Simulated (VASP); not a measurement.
# Ge (Pm-3m) in VASP: settings compared

Ge is run at these levels: PBE, PBEsol; tasks: single point.

Program: VASP 6.6.1. These are calculated values, not measurements. Logs are shortened: lines on timing, memory, paths and dates and some standing lists are left out, and cuts for length are marked.

## Step 1: The cell of the first run

The structure is cubic, space group Pm-3m (No. 221). Conventional cell: a = 2.692 Å, b = 2.692 Å, c = 2.692 Å, α = 90.00°, β = 90.00°, γ = 90.00°. Within 3.5 Å of Ge (site symmetry m-3m) lie 6 Ge at 2.69 Å.

## Step 2: Single point, PBE

INCAR reads:

```
SYSTEM = Ge
PREC = Accurate ; ENCUT = 520
EDIFF = 1E-6 ; ISMEAR = -1
SIGMA = 0.05 ; LREAL = .FALSE.
LASPH = .TRUE. ; NELM = 100
ALGO = Normal ; ISIF = 2
LWAVE = .FALSE. ; LCHARG = .FALSE.
GGA = PE ; NBANDS = 13
```

KPOINTS reads:

```
regular mesh
0
G
  10 10 10
  0 0 0
```

POSCAR reads:

```
Ge
1.0
    2.6922783781      0.0000000000      0.0000000000
    0.0000000000      2.6922783781      0.0000000000
    0.0000000000      0.0000000000      2.6922783781
Ge
1
Direct
    0.0000000000      0.0000000000      0.0000000000
```

Potentials or basis: VASP PAW PBE potentials, release 64 (Ge_d).

Started as:

```bash
cat potpaw_PBE.64/Ge_d/POTCAR > POTCAR
mpirun -np 1 vasp_std > vasp.out
```

OUTCAR:

```text
SYSTEM = Ge
   PREC = Accurate
   ENCUT = 520
   EDIFF = 1E-6
   ISMEAR = -1
   LREAL = .FALSE.
   LASPH = .TRUE.
   NELM = 100
   ISIF = 2
   GGA = PE

 ion  position               nearest neighbor table
   1  0.000  0.000  0.000-

  LATTYP: Found a simple cubic cell.
 ALAT       =     2.6922783781

  Lattice vectors:

 A1 = (   2.6922783781,   0.0000000000,   0.0000000000)
 A2 = (   0.0000000000,   2.6922783781,   0.0000000000)
 A3 = (   0.0000000000,   0.0000000000,   2.6922783781)

Analysis of symmetry for initial positions (statically):
=====================================================================
 Subroutine PRICEL returns:
 Original cell was already a primitive cell.

 Routine SETGRP: Setting up the symmetry group for a
 simple cubic supercell.

 Subroutine GETGRP returns: Found 48 space group operations
 (whereof 48 operations were pure point group operations)
 out of a pool of 48 trial point group operations.

The static configuration has the point symmetry O_h .

Analysis of symmetry for dynamics (positions and initial velocities):
=====================================================================
 Subroutine PRICEL returns:
 Original cell was already a primitive cell.

 Routine SETGRP: Setting up the symmetry group for a
 simple cubic supercell.

 Subroutine GETGRP returns: Found 48 space group operations
 (whereof 48 operations were pure point group operations)
 out of a pool of 48 trial point group operations.

The dynamic configuration has the point symmetry O_h .

 Subroutine INISYM returns: Found 48 space group operations
 (whereof 48 operations are pure point group operations),
 and found     1 'primitive' translations

----------------------------------------------------------------------------------------

                                     Primitive cell

  volume of cell :      19.5146

  direct lattice vectors                    reciprocal lattice vectors
     2.692278378  0.000000000  0.000000000     0.371432616  0.000000000  0.000000000
     0.000000000  2.692278378  0.000000000     0.000000000  0.371432616  0.000000000
     0.000000000  0.000000000  2.692278378     0.000000000  0.000000000  0.371432616

  length of vectors
     2.692278378  2.692278378  2.692278378     0.371432616  0.371432616  0.371432616

  position of ions in fractional coordinates (direct lattice)
     0.000000000  0.000000000  0.000000000

  ion indices of the primitive-cell ions
   primitive index   ion index
                 1           1

----------------------------------------------------------------------------------------

 KPOINTS: regular mesh

Automatic generation of k-mesh.
 Grid dimensions read from file:
 generate k-points for:   10   10   10

 Generating k-lattice:

  Cartesian coordinates                     Fractional coordinates (reciprocal lattice)
     0.037143262  0.000000000  0.000000000     0.100000000  0.000000000  0.000000000
     0.000000000  0.037143262  0.000000000     0.000000000  0.100000000  0.000000000
     0.000000000  0.000000000  0.037143262     0.000000000  0.000000000  0.100000000

  Length of vectors
     0.037143262  0.037143262  0.037143262

  Shift w.r.t. Gamma in fractional coordinates (k-lattice)
     0.000000000  0.000000000  0.000000000

 Subroutine IBZKPT returns following result:
 ===========================================

 Found     56 irreducible k-points:

 Following reciprocal coordinates:
            Coordinates               Weight
  0.000000  0.000000  0.000000      1.000000
  0.100000  0.000000  0.000000      6.000000
  0.200000  0.000000  0.000000      6.000000
  0.300000  0.000000  0.000000      6.000000
  0.400000  0.000000  0.000000      6.000000
  0.500000  0.000000  0.000000      3.000000
[... 16 lines left out ...]
  0.200000  0.100000  0.100000     24.000000
  0.300000  0.100000  0.100000     24.000000
 [... further k-points ...]
   k-points           NKPTS =     56   k-points in BZ     NKDIM =     56   number of bands    NBANDS=     13
   number of dos      NEDOS =    301   number of ions     NIONS =      1
   total plane-waves  NPLWV =   8000
   dimension x,y,z NGX =    20 NGY =   20 NGZ =   20
   dimension x,y,z NGXF=    40 NGYF=   40 NGZF=   40
   ions per type =               1
   NGX,Y,Z   is equivalent  to a cutoff of  12.35, 12.35, 12.35 a.u.
   NGXF,Y,Z  is equivalent  to a cutoff of  24.70, 24.70, 24.70 a.u.
 SYSTEM =  Ge
   PREC   = accura    normal or accurate (medium, high low for compatibility)
   ISTART =      0    job   : 0-new  1-cont  2-samecut
   ICHARG =      2    charge: 1-file 2-atom 10-const
   ISPIN  =      1    spin polarized calculation?
   LNONCOLLINEAR =      F non collinear calculations
   LSORBIT =      F    spin-orbit coupling
   LASPH  =      T    aspherical Exc in radial PAW
   ENCUT  =  520.0 eV  38.22 Ry    6.18 a.u.   5.01  5.01  5.01*2*pi/ulx,y,z
   NELM   =    100;   NELMIN=  2; NELMDL= -5     # of ELM steps
   EDIFF  = 0.1E-05   stopping-criterion for ELM
   LREAL  =      F    real-space projection
   EDIFFG = 0.1E-04   stopping-criterion for IOM
   NSW    =      0    number of steps for IOM
   IBRION =     -1    ionic relax: 0-MD 1-quasi-New 2-CG
   NFREE  =      0    steps in history (QN), initial steepest desc. (CG)
   ISIF   =      2    stress and relaxation
   ISYM   =      2    0-nonsym 1-usesym 2-fastsym
   POTIM  = 0.5000    time-step for ionic-motion
   TEBEG  =    0.0;   TEEND  =   0.0 temperature during run
   PSTRESS=    0.0 pullay stress
   NELECT =      14.0000    total number of electrons
   NUPDOWN=      -1.0000    fix difference up-down
   EMIN   =  10.00;   EMAX   =-10.00  energy-range for DOS
   EFERMI =   0.00;   METHOD = LEGACY
   ISMEAR =    -1;   SIGMA  =   0.05  broadening in eV -4-tet -1-fermi 0-gaus
   EFERMI_NEDOS =   21; number of points for ismear=-14 and -15
   IALGO  =     38    algorithm
   IMIX   =      4    mixing-type and parameters
     AMIX     =   0.40;   BMIX     =  1.00
     AMIX_MAG =   1.60;   BMIX_MAG =  1.00
  volume/ion in A,a.u.               =      19.51       131.69
  Fermi-wavevector in a.u.,A,eV,Ry     =   1.465540  2.769468 29.222677  2.147806
  Thomas-Fermi vector in A             =   2.581384
   LORBIT       =      0    0 simple, 1 ext, 2 COOP (PROOUT), +10 PAW based schemes
   GGA     = PE    functional components
   LHFCALC =     F    Hartree Fock is set to
   AEXX    =    0.0000 exact exchange contribution
   IVDW    =     0    specifies the selected vdW correction
   LEPSILON=     F    determine dielectric tensor
   LRPA    =     F    only Hartree local field effects (RPA)
 non-spin polarized calculation
  energy-cutoff  :      520.00
  volume of cell :       19.51
 maximum number of plane-waves:       552
   NGX = 11   NGY = 11   NGZ = 11

 number of electron      13.9999963 magnetization

 Free energy of the ion-electron system (eV)
  ---------------------------------------------------
  ext. energy  EPLUGINS =         0.00000000
  ---------------------------------------------------
  free energy    TOTEN  =        -4.30282811 eV

  energy without entropy =       -4.30016286  energy(sigma->0) =       -4.30149549

 E-fermi :   6.1287     XC(G=0): -11.0089

 val. band max:        6.0784913547   @ k =   0.3000   0.3000   0.2000
 cond. band min:       6.2455586583   @ k =   0.4000   0.4000   0.3000
 fundamental gap:      0.1670673036
 Fermi energy:         6.1287206755

 k-point     1 :       0.0000    0.0000    0.0000
  band No.  band energies     occupation
      1     -18.5646      2.00000
      2     -18.5646      2.00000
      3     -18.3070      2.00000
      4     -18.3070      2.00000
      5     -18.3070      2.00000
      6      -6.7653      2.00000
      7      12.8250      0.00000
      8      12.8250      0.00000
      9      12.8250      0.00000
     10      16.2252      0.00000
     11      16.2252      0.00000
     12      18.7814      0.00000
     13      34.9940      0.00000

 k-point     2 :       0.1000    0.0000    0.0000
  band No.  band energies     occupation
      1     -18.5632      2.00000
      2     -18.5453      2.00000
      3     -18.3134      2.00000
      4     -18.3134      2.00000
      5     -18.3064      2.00000
      6      -6.5667      2.00000
      7      10.4410      0.00000
      8      13.0162      0.00000
      9      13.0162      0.00000
     10      16.4015      0.00000
     11      17.7110      0.00000
     12      20.1898      0.00000
     13      31.6218      0.00000

 k-point     3 :       0.2000    0.0000    0.0000
  band No.  band energies     occupation
      1     -18.5597      2.00000
      2     -18.4950      2.00000
      3     -18.3303      2.00000
      4     -18.3303      2.00000
      5     -18.3050      2.00000
      6      -5.9743      2.00000
      7       7.1503      0.00000
      8      13.5693      0.00000
      9      13.5693      0.00000
     10      16.9254      0.00000
     11      18.5682      0.00000
     12      24.0413      0.00000
     13      28.3088      0.00000

 k-point     4 :       0.3000    0.0000    0.0000
  band No.  band energies     occupation
      1     -18.5552      2.00000
      2     -18.4331      2.00000
      3     -18.3511      2.00000
      4     -18.3511      2.00000
      5     -18.3032      2.00000
      6      -5.0091      2.00000
      7       4.1484      2.00000
      8      14.4053      0.00000
      9      14.4053      0.00000
     10      17.7707      0.00000
     11      19.4769      0.00000
     12      25.5035      0.00000
     13      25.5035      0.00000

 k-point     5 :       0.4000    0.0000    0.0000
  band No.  band energies     occupation
      1     -18.5516      2.00000
      2     -18.3833      2.00000
      3     -18.3678      2.00000
      4     -18.3678      2.00000
      5     -18.3018      2.00000
      6      -3.7793      2.00000
      7       1.6714      2.00000
      8      15.3070      0.00000
      9      15.3070      0.00000
     10      18.8238      0.00000
     11      20.6205      0.00000
     12      23.4228      0.00000
     13      23.4228      0.00000
[... 257 lines left out ...]
 k-point    22 :       0.1000    0.1000    0.1000
  band No.  band energies     occupation
      1     -18.5335      2.00000
      2     -18.5335      2.00000
      3     -18.3203      2.00000
      4     -18.3192      2.00000
      5     -18.3192      2.00000
      6      -6.1697      2.00000
      7      10.5774      0.00000
      8      10.5774      0.00000
      9      11.4095      0.00000
     10      19.5794      0.00000
     11      19.5794      0.00000
     12      21.0717      0.00000
     13      28.4131      0.00000

 k-point    23 :       0.2000    0.1000    0.1000
  band No.  band energies     occupation
      1     -18.5301      2.00000
      2     -18.4824      2.00000
      3     -18.3377      2.00000
      4     -18.3366      2.00000
      5     -18.3180      2.00000
      6      -5.5779      2.00000
      7       7.5074      0.00000
      8      11.1246      0.00000
      9      11.7793      0.00000
     10      20.0992      0.00000
     11      20.8358      0.00000
     12      23.7644      0.00000
     13      25.1234      0.00000

 k-point    24 :       0.3000    0.1000    0.1000
  band No.  band energies     occupation
      1     -18.5259      2.00000
      2     -18.4195      2.00000
      3     -18.3594      2.00000
      4     -18.3581      2.00000
      5     -18.3161      2.00000
      6      -4.6139      2.00000
      7       4.5250      2.00000
      8      11.9642      0.00000
      9      12.6734      0.00000
     10      20.6115      0.00000
     11      20.8583      0.00000
     12      22.3996      0.00000
     13      23.8741      0.00000

 [... further k-points ...]

------------------------ aborting loop because EDIFF is reached ----------------------------------------

  FORCE on cell =-STRESS in cart. coord.  units (eV):
  Direction    XX          YY          ZZ          XY          YZ          ZX
  --------------------------------------------------------------------------------------
  -------------------------------------------------------------------------------------
  Total        0.1028431      0.1028431      0.1028431     -0.0000000     -0.0000000     -0.0000000
  in kB        8.4435686      8.4435686      8.4435686     -0.0000000     -0.0000000     -0.0000000
  external PRESSURE =       8.4435686 kB  Pullay stress =       0.0000000 kB

 VOLUME and BASIS-vectors are now :
 -----------------------------------------------------------------------------
  energy-cutoff  :      520.00
  volume of cell :       19.51
      direct lattice vectors                 reciprocal lattice vectors
     2.692278378  0.000000000  0.000000000     0.371432616  0.000000000  0.000000000
     0.000000000  2.692278378  0.000000000     0.000000000  0.371432616  0.000000000
     0.000000000  0.000000000  2.692278378     0.000000000  0.000000000  0.371432616

 POSITION                                       TOTAL-FORCE (eV/Angst)
 -----------------------------------------------------------------------------------
      0.00000      0.00000      0.00000         0.000000      0.000000      0.000000
 -----------------------------------------------------------------------------------
    total drift:                               -0.000000      0.000000      0.000000

  FREE ENERGIE OF THE ION-ELECTRON SYSTEM (eV)
  ---------------------------------------------------
  free  energy   TOTEN  =        -4.3028281150 eV

  energy  without entropy=       -4.3001628596  energy(sigma->0) =       -4.30149549
```

Run time: 4.3 s. Hardware: 1 thread of Intel Xeon Platinum 8559C (Emerald Rapids), shared host; peak memory 0.13 GiB.

What came out:

```
Free energy            : -4.3028 eV
Pressure               : 0.8 GPa
Band gap on the k mesh : zero (band 7 reaches 12.82 eV, above the bottom of band 8 at 3.54 eV)
```

(Continued in part 2 of 2.)
